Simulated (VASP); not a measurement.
Here is a VASP 6.6.1 calculation.

INCAR

```
SYSTEM = NaAg
PREC = Accurate ; ENCUT = 520
EDIFF = 1E-6 ; ISMEAR = -1
SIGMA = 0.05 ; LREAL = .False.
LASPH = .True. ; NELM = 60
ALGO = Normal ; ISIF = 2
LWAVE = .False. ; LCHARG = .False.
GGA = PS ; NBANDS = 26
```

KPOINTS

```
regular mesh
0
Gamma
  9 9 9
  0 0 0
```

POSCAR

```
NaAg
1.0
    0.0000000000      3.4413340854      3.4413340854
    3.4413340854      0.0000000000      3.4413340854
    3.4413340854      3.4413340854      0.0000000000
Na Ag
2 2
Direct
    0.1250000000      0.1250000000      0.1250000000
   -0.1250000000     -0.1250000000     -0.1250000000
    0.3750000000      0.3750000000      0.3750000000
   -0.3750000000     -0.3750000000     -0.3750000000
```

Potentials or basis: VASP PAW PBE potentials, release 64 (Na_pv, Ag).

The run is started by

```sh
$ cat potpaw_PBE.64/Na_pv/POTCAR potpaw_PBE.64/Ag/POTCAR > POTCAR
$ mpirun -np 1 vasp_std > vasp.out
```

Q: What does it give for the band gap on the k mesh?

A: Zero (bands 18 and 19 overlap by 5.12 eV).

Q: Predict the pressure.

A: 0.0 GPa.

Caveat: the PAW data sets were made with another functional, which shifts forces and pressure a little.
